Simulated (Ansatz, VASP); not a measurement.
**Two plane-wave programs on MnS**

```
CELL_PARAMETERS angstrom
3.97600 0.00000 0.00000
-1.98800 3.44332 0.00000
0.00000 0.00000 6.43200
ATOMIC_POSITIONS crystal
Mn 0.33333 0.66667 0.00000
Mn 0.66667 0.33333 0.50000
S 0.33333 0.66667 0.38500
S 0.66667 0.33333 0.88500
```

Alike in both runs: task single point; functional PBE; k mesh 6 × 6 × 3; occupations gaussian, width 0.05 eV; collinear spin; Hubbard terms Mn d U = 5.0 eV.

```csv
,VASP,Ansatz
version,VASP 6.6.1,Ansatz 0.2.0
potentials or method,"VASP PAW PBE potentials, release 64 (Mn_pv, S), cutoff 520 eV","scalar-relativistic, plane waves, PAW"
valence electrons in the cell,38,42
```

```csv
,VASP,Ansatz,Ansatz less VASP
gap on the k mesh at the Fermi level (eV),1.58,1.49,-0.085
least direct gap on the mesh (eV),1.58,1.49,-0.085
pressure (GPa),5.8,5.8,+0.03
"traceless stress, the component that is largest in VASP (GPa)",-1.85,-1.72,+0.131
rms of the force components (eV/Å),0.135,0.146,+0.0109
net moment per atom (μB),2.50,2.50,0.000
size of the moment on the site where the two differ most (μB),4.61,4.37,-0.243
```

Site moments also hang on the region over which each program counts them. The programs project onto different local orbitals, so the same U acts differently, and such runs can settle in different states. Atom by atom the forces differ by 0.011 eV/Å (rms over components). VASP's potentials hold 38 valence electrons a cell and Ansatz's 42, so a difference there can come from the potentials and not from the codes. Ansatz's warnings: stress scf threshold loose.
